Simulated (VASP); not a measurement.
La, 1 atom in the cell. It takes space group Pm-3m (No. 221, cubic). Conventional cell: a = 3.289 Å, b = 3.289 Å, c = 3.289 Å, α = 90.00°, β = 90.00°, γ = 90.00°. La (site symmetry m-3m) has 6 La at 3.29 Å within 4.3 Å. This isn't the form of La at room conditions, which is double hcp.

```yaml
Program: VASP 6.6.1
Task: single point
Functional: LDA
Potentials_or_basis: VASP PAW LDA potentials, release 64 (La)
Cutoff: 520 eV
k_mesh: 11 × 11 × 11
Occupations: fermi-dirac, width 0.1 eV
Spin: no spin polarisation
Dipole_correction: no
Further_INCAR_settings: ALGO = Normal; EDIFF = 1e-06; NBANDS = 12
```

Potentials or basis: VASP PAW LDA potentials, release 64 (La).

Run with:

```bash
$ cat potpaw_LDA.64/La/POTCAR > POTCAR
$ mpirun -np 1 vasp_std > vasp.out
```

Hardware: 1 thread of AMD EPYC 7R13 (shared host).

Question: Estimate the wall time of this run.

Answer: Wall time 25 s on 1 thread of AMD EPYC 7R13 (shared host), peak memory 0.12 GiB. Counts: scf iterations 11, k points 56.
